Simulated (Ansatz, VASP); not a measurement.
## ZrB, level by level in two programs

```
Zr B
1.0
     1.96143   -1.98572    0.00000
     1.96143    1.98572    0.00000
     0.00000    0.00000    4.01395
Zr B
1 1
Direct
  0.00000 0.00000 0.50000
  0.50000 0.50000 0.50000
```

Single points on this cell with VASP 6.6.1 and Ansatz 0.2.0. Each row is one pair of runs. Alike in all rows: spin: off; VASP's potentials, cutoff: VASP PAW PBE potentials, release 64 (Zr_sv, B), 520 eV.

| level | k mesh | smearing | Ansatz's potentials, cutoff | gap on the k mesh at the Fermi level (eV), VASP | gap on the k mesh at the Fermi level (eV), Ansatz |
| --- | --- | --- | --- | --- | --- |
| r2SCAN0 | 5 × 5 × 4 | fermi-dirac, width 0.05 eV | Ansatz PAW, 500 eV | none | none |
| HF | 5 × 5 × 4 | fermi-dirac, width 0.05 eV | Ansatz PAW, 420 eV | none | none |
| PBE | 10 × 10 × 7 | gaussian, width 0.011 eV | Ansatz PAW, 420 eV | none | none |

A gap of «none» marks a metal or a gap that the smearing closes.

The k mesh is coarse in some rows, so the values compare programs but aren't converged. Noted on VASP's runs: the cell as given lies far from equilibrium. Noted on Ansatz's runs: the cell as given lies far from equilibrium.
